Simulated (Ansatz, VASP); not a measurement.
## One calculation of MgBe2S4, two programs

Contents of INCAR:

```
PREC     = Accurate       # precision mode
ENCUT    = 520            # plane-wave cutoff, eV
EDIFF    = 1E-6           # SCF threshold, eV
ISMEAR   = 0              # smearing method
SIGMA    = 0.1            # smearing width, eV
LREAL    = F              # projectors in reciprocal space
LASPH    = T              # aspherical terms in the spheres
NELM     = 100            # most SCF steps
ALGO     = Normal         # electronic algorithm
ISIF     = 2              # what is computed and relaxed
LWAVE    = F              # write WAVECAR
LCHARG   = F              # write CHGCAR
GGA      = PE             # functional
IVDW     = 12             # dispersion correction
NBANDS   = 24             # bands
```

KPOINTS

```
Automatic mesh
0
Gamma
  6 6 2
```

The input POSCAR:

```
MgBe2S4
1.0
    3.1168612400      0.0000000000      0.0000000000
   -1.5584306200      2.6992810200      0.0000000000
    0.0000000000      0.0000000000     10.8734231800
Mg Be S
1 2 4
Direct
    0.0000000000      0.0000000000      0.0000000000
    0.0000000000      0.0000000000      0.7540564300
    0.0000000000      0.0000000000      0.2459435700
    0.6666666700      0.3333333300      0.8715413300
    0.3333333300      0.6666666700      0.6365715300
    0.6666666700      0.3333333300      0.3634284700
    0.3333333300      0.6666666700      0.1284586700
```

Input for Ansatz:

```yaml
crystal:
  lattice:
    - [3.11686124, 0.0, 0.0]
    - [-1.55843062, 2.69928102, 0.0]
    - [0.0, 0.0, 10.87342318]
  atoms:
    - { symbol: Mg, position: [0.0, 0.0, 0.0] }
    - { symbol: Be, position: [0.0, 0.0, 0.75405643] }
    - { symbol: Be, position: [0.0, 0.0, 0.24594357] }
    - { symbol: S, position: [0.66666667, 0.33333333, 0.87154133] }
    - { symbol: S, position: [0.33333333, 0.66666667, 0.63657153] }
    - { symbol: S, position: [0.66666667, 0.33333333, 0.36342847] }
    - { symbol: S, position: [0.33333333, 0.66666667, 0.12845867] }
basis:
  ecutwfc: 420
kpoints:
  mp_grid: { grid: [6, 6, 2] }
hamiltonian:
  xc: pbe
  dispersion: d3bj
scf:
  occupations: { method: gaussian, width: 0.1 }
  lower_state_search: "off"
output:
  forces: true
  stress: true
  eigenvalues: true
```

Alike in both runs: task single point; functional PBE; dispersion D3(BJ); k mesh 6 × 6 × 2; occupations gaussian, width 0.1 eV; no spin polarisation.

|  | VASP | Ansatz |
| --- | --- | --- |
| version | VASP 6.6.1 | Ansatz 0.2.0 |
| potentials or method | VASP PAW PBE potentials, release 64 (Mg, Be, S), cutoff 520 eV | scalar-relativistic, plane waves, PAW |
| valence electrons in the cell | 30 | 38 |

Ansatz gave:

```
gap on the k mesh at the Fermi level (eV)                     : none
pressure (GPa)                                                : 18.8
traceless stress, the component that is largest in VASP (GPa) : 2.30
rms of the force components (eV/Å)                            : 0.757
```

Question: What did VASP give for the same quantities?

Answer: gap on the k mesh at the Fermi level (eV): none; pressure (GPa): 18.8; traceless stress, the component that is largest in VASP (GPa): 2.35; rms of the force components (eV/Å): 0.761.

Atom by atom the forces differ by 0.004 eV/Å (rms over components). A gap of «none» marks a metal or a gap that the smearing closes. VASP's potentials hold 30 valence electrons a cell and Ansatz's 38, so a difference there can come from the potentials and not from the codes.

The k mesh is coarse, so the values compare programs but aren't converged.
